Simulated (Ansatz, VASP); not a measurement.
One calculation of Ta, two programs

```
Ta
1.0
     2.83872    0.00000    0.00000
    -1.41936    2.45841    0.00000
     0.00000    0.00000    5.06269
Ta
2
Direct
  0.33333 0.66667 0.25000
  0.66667 0.33333 0.75000
```

Alike in both runs: task relaxation of cell and atoms; functional LDA; k mesh 16 × 16 × 9; occupations fermi-dirac, width 0.05 eV; no spin polarisation.

|  | VASP | Ansatz |
| --- | --- | --- |
| version | VASP 6.6.1 | Ansatz 0.2.0 |
| potentials or method | VASP PAW LDA potentials, release 64 (Ta_pv), cutoff 600 eV | all-electron LAPW, scalar-relativistic |

VASP gave:

- relaxed volume (Å³/atom): 17.74
- relaxed length of the cell vector where the two differ most in proportion (Å): 2.843

Q: What did Ansatz give for the same quantities?

A: Relaxed volume (Å³/atom): 17.65; relaxed length of the cell vector where the two differ most in proportion (Å): 2.838.

LDA's correlation is that of Perdew and Zunger in VASP and of Perdew and Wang (1992) in Ansatz. Ansatz ran all-electron here, and VASP with PAW potentials.

Spin-orbit coupling is off throughout.
